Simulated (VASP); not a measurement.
BN (CsCl type), 2 atoms in the cell. The structure is cubic, space group Pm-3m (No. 221). The conventional cell has a = 1.997 Å, b = 1.997 Å, c = 1.997 Å, α = 90.00°, β = 90.00°, γ = 90.00°. B (site symmetry m-3m) has 8 N at 1.73 Å and 6 B at 2.00 Å within 2.3 Å. Within 2.3 Å of N (site symmetry m-3m) lie 8 B at 1.73 Å and 6 N at 2.00 Å. 

| Quantity | Value |
| --- | --- |
| Program | VASP 6.6.1 |
| Task | single point |
| Functional | PBE |
| Potentials or basis | VASP PAW PBE potentials, release 64 (B, N) |
| Cutoff | 520 eV |
| k mesh | 16 × 16 × 16 |
| Occupations | fermi-dirac, width 0.05 eV |
| Spin | no spin polarisation |
| Dipole correction | no |
| Further INCAR settings | ALGO = Normal; EDIFF = 1e-07; NBANDS = 11 |

Potentials or basis: VASP PAW PBE potentials, release 64 (B, N).

Command:

```console
$ cat potpaw_PBE.64/B/POTCAR potpaw_PBE.64/N/POTCAR > POTCAR
$ mpirun -np 1 vasp_std > vasp.out
```

Hardware: 1 thread of Intel(R) Xeon(R) Platinum 8375C CPU @ 2.90GHz (Ice Lake), with other jobs on the host.

Q: Estimate the wall time of this run.

A: It took 4.6 s on 1 thread of Intel(R) Xeon(R) Platinum 8375C CPU @ 2.90GHz (Ice Lake) (shared host), peak memory 0.12 GiB. Counts: scf iterations 11, k points 165.
